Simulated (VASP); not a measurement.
Runs of VASP 6.6.1 on BN (rocksalt type). The structure is that of space group Fm-3m (No. 225), or close to it. The cells are those of the table. 

```tsv
task	cell	cutoff (eV)	k mesh for the DOS	occupations for the DOS	gap on the mesh (eV)	pressure (GPa)
single point	a = 2.463 Å, angles 60.0°, 2 atoms	520	-	-	1.35	0.3
single point	a = 2.286 Å, angles 60.0°, 2 atoms	520	-	-	3.21	(a)
single point	a = 2.412 Å, angles 60.0°, 2 atoms	520	-	-	1.83	28.3
single point	a = 2.360 Å, angles 60.0°, 2 atoms	520	-	-	(b)	(c)
relaxation of cell and atoms	relaxed from a = 3.047 Å, angles 60.0°, 2 atoms	600	-	-	1.34	0.0
single point	a = 2.122 Å, angles 60.0°, 2 atoms	520	-	-	(d)	411.7
```

Alike in all rows: level PBEsol; potentials or basis VASP PAW PBE potentials, release 64 (B, N); no spin polarisation; k mesh 15 × 15 × 15; smearing fermi-dirac 0.1 eV.

**Question.** Estimate the missing entries.

**Answer.** (a) 137.2; (b) 2.37; (c) 65.9; (d) 5.30.

Caveats: the PAW data sets were made with another functional, which shifts forces and pressure a little.

A k mesh can miss the band edges.
